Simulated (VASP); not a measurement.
**HfO2: single point with r2SCAN**

HfO2:

```xyz
3
Lattice="0.0000 2.5292 2.5292 2.5292 0.0000 2.5292 2.5292 2.5292 0.0000" Properties=species:S:1:pos:R:3 pbc="T T T"
Hf    0.0000    0.0000    0.0000
O     1.2646    1.2646    1.2646
O     3.7937    3.7937    3.7937
```

| Property | Result |
| --- | --- |
| Program | VASP 6.6.1 |
| Task | single point |
| Functional | r2SCAN |
| Potentials or basis | VASP PAW PBE potentials, release 64 (Hf_pv, O) |
| Cutoff | 520 eV |
| k mesh | 8 × 8 × 8 |
| Occupations | fermi-dirac, width 0.01 eV |
| Spin | no spin polarisation |
| Dipole correction | no |
| Further INCAR settings | ALGO = Normal; EDIFF = 1e-07; NBANDS = 18 |

```
Pressure               : -4.0 GPa
Band gap on the k mesh : 4.31 eV
```

Levels at points of the mesh, in eV from the valence-band top:
```tsv
k point	band 9	band 10	band 11	band 12	band 13	band 14
(0.00, 0.00, 0.00)	-0.64	-0.64	-0.64	4.42	4.42	6.52
(0.50, 0.00, 0.00)	-2.82	-1.90	-1.90	5.12	5.12	7.56
(0.50, 0.50, 0.00)	-1.57	-1.57	0.00	4.31	6.05	7.24
```

It took 84 s on 1 thread of Intel(R) Xeon(R) Platinum 8375C CPU @ 2.90GHz (Ice Lake) (shared host), peak memory 0.17 GiB.

Caveat: the cell stands under tension; the PAW data sets were made with another functional, which shifts forces and pressure a little; spin-orbit coupling is left out, which moves the levels of the heavy elements. r2SCAN opens gaps a little over a GGA but as a rule still falls short of measured ones.
